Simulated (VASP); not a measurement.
Mg, 3 atoms in the cell. The structure is trigonal, space group R3m (No. 160). Conventional cell: a = 3.185 Å, b = 3.185 Å, c = 22.869 Å, α = 90.00°, β = 90.00°, γ = 120.00°. Mg (site symmetry 3m) has 12 Mg at 3.08 to 3.19 Å within 4.1 Å. Within 4.1 Å of Mg (site symmetry 3m) lie 12 Mg at 3.13 to 3.21 Å. Within 4.1 Å of Mg (site symmetry 3m) lie 12 Mg at 3.08 to 3.21 Å.  This cell differs from its parent crystal: last atom moved by 0.08 Å along z, cell strained by -1.0% along z.

* Program: VASP 6.6.1
* Task: single point
* Functional: PBEsol
* Potentials or basis: VASP PAW PBE potentials, release 64 (Mg)
* Cutoff: 260 eV
* k mesh: 13 × 13 × 13
* Occupations: methfessel-paxton, width 0.1 eV
* Spin: no spin polarisation
* Tolerance level: screening
* Purpose: stress
* Further INCAR settings: ALGO = Normal; EDIFF = 1e-06; NBANDS = 14

Potentials or basis: VASP PAW PBE potentials, release 64 (Mg).

Command:

```sh
$ cat potpaw_PBE.64/Mg/POTCAR > POTCAR
$ mpirun -np 2 vasp_std > vasp.out
```

Hardware: 2 MPI ranks on Intel(R) Xeon(R) 6975P-C (Granite Rapids) (shared host).

Task: Estimate the wall time of this run.

Result: Run time: 89 s on 2 MPI ranks on Intel(R) Xeon(R) 6975P-C (Granite Rapids), on a shared host, peak memory 0.26 GiB a rank. Counts: scf iterations 10, k points 231.
